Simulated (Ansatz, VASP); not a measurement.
Two plane-wave programs on Tl

Contents of INCAR:

```
PREC = Accurate
ENCUT = 520
EDIFF = 1E-6
ISMEAR = 1
SIGMA = 0.3
LREAL = F
LASPH = T
NELM = 80
ALGO = Normal
ISIF = 2
LWAVE = F
LCHARG = T
GGA = PE
LELF = T
LVHAR = T
NBANDS = 20
```

File KPOINTS:

```
Automatic mesh
0
Gamma
  10 10 6
```

The input POSCAR:

```
Tl
1.0
    3.5902820628      0.0000000000      0.0000000000
   -1.7951410314      3.1092754731      0.0000000000
    0.0000000000      0.0000000000      5.6419406004
Tl
2
Direct
    0.3333333333      0.6666666667      0.2500000000
    0.6666666667      0.3333333333      0.7500000000
```

Input for Ansatz:

```yaml
crystal:
  lattice:
    - [3.5902820628, 0.0, 0.0]
    - [-1.7951410314, 3.1092754731, 0.0]
    - [0.0, 0.0, 5.6419406004]
  atoms:
    - { symbol: Tl, position: [0.3333333333, 0.6666666667, 0.25] }
    - { symbol: Tl, position: [0.6666666667, 0.3333333333, 0.75] }
hamiltonian:
  xc: pbe
  pseudopotentials:
    kind: paw
    azcp:
      Tl: "pseudopotentials/Tl.paw.azcp"
basis:
  ecutwfc: 420
  fft_grid_basis: typed
kpoints:
  mp_grid: { grid: [10, 10, 6], shift: [0, 0, 0] }
magnetization:
  spin_polarized: false
scf:
  occupations: { method: cold, width: 0.3 }
  lower_state_search: "off"
output:
  stress: true
```

Alike in both runs: task single point; functional PBE; k mesh 10 × 10 × 6; no spin polarisation.

|  | VASP | Ansatz |
| --- | --- | --- |
| version | VASP 6.6.1 | Ansatz 0.2.0 |
| potentials or method | VASP PAW PBE potentials, release 64 (Tl_d), cutoff 520 eV | plane waves (420 eV) with PAW, scalar-relativistic |
| occupations | methfessel-paxton of order 1, width 0.3 eV | cold, width 0.3 eV |
| valence electrons in the cell | 26 | 26 |

|  | VASP | Ansatz | Ansatz less VASP |
| --- | --- | --- | --- |
| pressure (GPa) | -0.1 | -0.1 | +0.05 |
| traceless stress, the component that is largest in VASP (GPa) | 0.26 | 0.28 | +0.019 |

Spin-orbit coupling is off throughout.
